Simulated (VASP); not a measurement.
## Mo: single point with PBE

The system is Mo.

```xyz
1
Lattice="-1.5734 1.5734 1.5734 1.5734 -1.5734 1.5734 1.5734 1.5734 -1.5734" Properties=species:S:1:pos:R:3 pbc="T T T"
Mo    0.0000    0.0000    0.0000
```

```
Program             : VASP 6.6.1
Task                : single point
Functional          : PBE
Potentials or basis : VASP PAW PBE potentials, release 64 (Mo_sv)
Cutoff              : 520 eV
k mesh              : 16 × 16 × 16
Occupations         : fermi-dirac, width 0.025 eV
Spin                : no spin polarisation
```

```json
{
 "Pressure": "3.9 GPa",
 "Band gap on the k mesh": "zero (band 7 reaches 16.65 eV, above the bottom of band 8 at 11.28 eV)"
}
```

Levels at points of the mesh, in eV from the Fermi level:
| k point | band 3 | band 4 | band 5 | band 6 | band 7 | band 8 | band 9 | band 10 | band 11 | band 12 |
| --- | --- | --- | --- | --- | --- | --- | --- | --- | --- | --- |
| (0.00, 0.00, 0.00) | -34.54 | -34.54 | -7.26 | -1.38 | -1.38 | -1.38 | 1.66 | 1.66 | 14.83 | 14.83 |
| (0.50, 0.00, 0.00) | -34.99 | -34.56 | -5.35 | -3.42 | 1.63 | 1.69 | 2.32 | 4.76 | 11.69 | 11.96 |
| (0.50, 0.50, 0.50) | -35.52 | -35.52 | -5.47 | -5.47 | 3.99 | 3.99 | 3.99 | 9.08 | 9.08 | 9.08 |

Run time: 46 s on 1 thread of AMD EPYC 7R13 (shared host), peak memory 0.11 GiB.
